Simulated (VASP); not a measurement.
Runs of VASP 6.6.1 on B. The structure is that of space group Fm-3m (No. 225), or close to it. The cells are those of the table. 

```csv
task,cell,k mesh,cutoff (eV),gap on the mesh (eV),pressure (GPa)
single point,"a = 2.079 Å, angles 60.0°, 1 atom",21 × 21 × 21,520,none,-18.0
single point,"a = 1.942 Å, angles 60.0°, 1 atom",21 × 21 × 21,520,none,44.4
single point,"a = 2.027 Å, angles 60.0°, 1 atom",10 × 10 × 10,500,none,(b)
single point,"a = 1.999 Å, angles 60.0°, 1 atom",21 × 21 × 21,520,none,(a)
single point,"a = 2.053 Å, angles 60.0°, 1 atom",21 × 21 × 21,520,none,-9.8
single point,"a = 2.027 Å, angles 60.0°, 1 atom",31 × 31 × 31,520,none,0.1
relaxation of cell and atoms,"relaxed from a = 2.101 Å, angles 60.0°, 1 atom",18 × 18 × 18,600,none,0.1
single point,"a = 2.027 Å, angles 60.0°, 1 atom",18 × 18 × 18,520,none,0.0
```

Alike in all rows: level PBE; potentials or basis VASP PAW PBE potentials, release 64 (B); no spin polarisation; smearing fermi-dirac 0.1 eV.

Problem. Estimate the missing entries.

Solution. (a) 12.1; (b) -0.4.

Caveats: some runs use coarse meshes.

A gap of «none» marks levels without a gap at the run's occupations.
